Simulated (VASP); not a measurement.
Wanted: the native input for a VASP 6.6.1 run.

```
Task                   : single point
Functional             : PBE
Potentials or basis    : VASP PAW PBE potentials, release 64 (Ga_d, N)
Cutoff                 : 520 eV
k mesh                 : 10 × 10 × 10
Occupations            : fermi-dirac, width 0.02 eV
Spin                   : no spin polarisation
Dipole correction      : no
Further INCAR settings : ALGO = Normal; EDIFF = 1e-06; NBANDS = 16
```

The structure of GaN lies in POSCAR:

```
GaN
1.0
    0.0000000000      1.9925000000      1.9925000000
    1.9925000000      0.0000000000      1.9925000000
    1.9925000000      1.9925000000      0.0000000000
Ga N
1 1
Direct
    0.5000000000      0.5000000000      0.5000000000
    0.0000000000      0.0000000000      0.0000000000
```

One way to write it, as run:

INCAR

```
SYSTEM = GaN
PREC     = Accurate       ! precision mode
ENCUT    = 520            ! plane-wave cutoff, eV
EDIFF    = 1E-6           ! SCF threshold, eV
ISMEAR   = -1             ! smearing method
SIGMA    = 0.02           ! smearing width, eV
LREAL    = .FALSE.        ! projectors in reciprocal space
LASPH    = .TRUE.         ! aspherical terms in the spheres
NELM     = 100            ! most SCF steps
ALGO     = Normal         ! electronic algorithm
ISIF     = 2              ! what is computed and relaxed
LWAVE    = .FALSE.        ! write WAVECAR
LCHARG   = .FALSE.        ! write CHGCAR
GGA      = PE             ! functional
NBANDS   = 16             ! bands
```

KPOINTS

```
Automatic mesh
0
G
  10 10 10
  0 0 0
```

Potentials or basis: VASP PAW PBE potentials, release 64 (Ga_d, N).

Launch:

```sh
$ cat potpaw_PBE.64/Ga_d/POTCAR potpaw_PBE.64/N/POTCAR > POTCAR
$ mpirun -np 1 vasp_std > vasp.out
```

Results of the run:

| Item | Value |
| --- | --- |
| Pressure | 70.2 GPa |
| Band gap on the k mesh | 1.82 eV, indirect (least direct gap 5.21 eV) |

It took 6.7 s on 1 thread of Intel(R) Xeon(R) 6975P-C (Granite Rapids) (shared host), peak memory 0.14 GiB.
